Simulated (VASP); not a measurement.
A run of VASP 6.6.1:

Contents of INCAR:

```
SYSTEM = Rb
ALGO     = Normal         ! electronic algorithm
EDIFF    = 1E-6           ! SCF threshold, eV
EDIFFG   = -0.01          ! ionic threshold
ENCUT    = 600            ! plane-wave cutoff, eV
GGA      = CA             ! functional
IBRION   = 2              ! ionic algorithm
ISIF     = 3              ! what is computed and relaxed
ISMEAR   = -1             ! smearing method
LASPH    = .True.         ! aspherical terms in the spheres
LCHARG   = .False.        ! write CHGCAR
LREAL    = .False.        ! projectors in reciprocal space
LWAVE    = .False.        ! write WAVECAR
NELM     = 100            ! most SCF steps
NSW      = 80             ! ionic steps
PREC     = Accurate       ! precision mode
SIGMA    = 0.1            ! smearing width, eV
```

File KPOINTS:

```
k-points
0
Gamma
  7 7 4
  0 0 0
```

Contents of POSCAR:

```
Rb
1.0
    4.9756623956      0.0000000000      0.0000000000
   -2.4878311978      4.3090500353      0.0000000000
    0.0000000000      0.0000000000      8.1252566921
Rb
2
Direct
    0.3333333333      0.6666666667      0.2500000000
    0.6666666667      0.3333333333      0.7500000000
```

Potentials or basis: VASP PAW LDA potentials, release 64 (Rb_sv).

Command:

```bash
$ cat potpaw_LDA.64/Rb_sv/POTCAR > POTCAR
$ mpirun -np 1 vasp_std > vasp.out
```

Hardware: 1 thread of Intel(R) Xeon(R) 6975P-C (Granite Rapids), on a shared host.

Q: Estimate the wall time of this run.

A: Wall time 2.2 min on 1 thread of Intel(R) Xeon(R) 6975P-C (Granite Rapids) (shared host), peak memory 0.29 GiB. Counts: scf iterations 60, k points 24, ion steps 8.
